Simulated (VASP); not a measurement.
The system is CO2.

```xyz
6
Lattice="4.2272 0.0000 0.0000 0.0000 4.2272 0.0000 0.0000 0.0000 4.6878" Properties=species:S:1:pos:R:3 pbc="T T T"
O     3.4022    3.4022    0.0000
O     0.8250    0.8250    0.0000
O     2.9386    1.2886    2.3439
O     1.2886    2.9386    2.3439
C     0.0000    0.0000    0.0000
C     2.1136    2.1136    2.3439
```

| Item | Value |
| --- | --- |
| Program | VASP 6.6.1 |
| Task | relaxation of cell and atoms |
| Functional | BLYP |
| Potentials or basis | VASP PAW PBE potentials, release 64 (O, C) |
| Cutoff | 600 eV |
| k mesh | 6 × 6 × 6 |
| Occupations | fermi-dirac, width 0.05 eV |
| Spin | no spin polarisation |

At the start: pressure 4.3 GPa; volume 13.96 Å³/atom.

Question: How do energy, volume and symmetry change on relaxing?

Answer: Over 37 steps the energy falls by 25.9 meV/atom and the volume is 18.45 Å³/atom (+32.2 %); space group P4_2/mnm (No. 136, to 0.1 Å) before and after.

The path:
| step | energy change (eV) | largest force (eV/Å) | pressure (GPa) | volume (Å³) |
| --- | --- | --- | --- | --- |
| 1 | 0.0000 | 0.7299 | 4.26 | 83.77 |
| 2 | 0.4769 | 4.6030 | -11.77 | 88.35 |
| 3 | -0.0173 | 0.3025 | 1.16 | 84.45 |
| 4 | -0.0174 | 0.2435 | 1.33 | 84.41 |
| 5 | -0.0369 | 0.2214 | 1.17 | 86.02 |
| 6 | -0.0837 | 0.1293 | 0.87 | 90.97 |
| 7 | -0.1366 | 0.1553 | 0.86 | 101.42 |
| 8 | -0.0909 | 1.1714 | 1.54 | 124.62 |
| 9 | -0.1402 | 0.7020 | 1.74 | 108.09 |
| 10 | -0.1474 | 0.3998 | 0.99 | 109.23 |
| 11 | -0.1510 | 0.0566 | 0.15 | 110.56 |
| 12 | -0.1510 | 0.0026 | 0.00 | 110.79 |
| 13 | -0.1511 | 0.0035 | 0.01 | 110.78 |
| 14 | -0.1511 | 0.0045 | 0.01 | 110.73 |
| 15 | -0.1512 | 0.0062 | 0.01 | 110.63 |
| 16 | -0.1514 | 0.0087 | 0.01 | 110.44 |
| 17 | -0.1517 | 0.0156 | 0.02 | 110.05 |
| 18 | -0.1521 | 0.0288 | 0.03 | 109.27 |
| 19 | -0.1518 | 0.0558 | 0.06 | 107.72 |
| 20 | -0.1521 | 0.0376 | 0.03 | 108.76 |
| 21 | -0.1517 | 0.1676 | 0.52 | 108.60 |
| 22 | -0.1522 | 0.0164 | 0.16 | 108.72 |
| 23 | -0.1523 | 0.0181 | 0.17 | 108.75 |
| 24 | -0.1528 | 0.0237 | 0.17 | 108.83 |
| 25 | -0.1536 | 0.0383 | 0.21 | 109.00 |
| 26 | -0.1545 | 0.0725 | 0.27 | 109.33 |
| 27 | -0.1546 | 0.0769 | -0.09 | 109.51 |
| 28 | -0.1547 | 0.0285 | 0.03 | 109.45 |
| 29 | -0.1547 | 0.0316 | 0.02 | 109.51 |
| 30 | -0.1548 | 0.0435 | -0.01 | 109.69 |
| 31 | -0.1550 | 0.0649 | -0.08 | 110.03 |
| 32 | -0.1551 | 0.1051 | -0.20 | 110.73 |
| 33 | -0.1551 | 0.0850 | -0.14 | 110.41 |
| 34 | -0.1551 | 0.0778 | -0.13 | 110.43 |
| 35 | -0.1552 | 0.0568 | -0.09 | 110.51 |
| 36 | -0.1553 | 0.0143 | 0.00 | 110.66 |
| 37 | -0.1553 | 0.0014 | 0.03 | 110.72 |

Final structure:
```xyz
6
Lattice="4.7035 0.0000 0.0000 0.0000 4.7035 0.0000 0.0000 0.0000 5.0046" Properties=species:S:1:pos:R:3 pbc="T T T"
O     3.8719    3.8719    0.0000
O     0.8315    0.8315    0.0000
O     3.1833    1.5202    2.5023
O     1.5202    3.1833    2.5023
C     0.0000    0.0000    0.0000
C     2.3517    2.3517    2.5023
```

Caveat: the volume moved by over 15 % at a fixed basis, so the end points are rough; this functional lacks dispersion, which holds the molecules together, so the pressure and a relaxed volume are unreliable; the PAW data sets were made with another functional, which shifts forces and pressure a little.
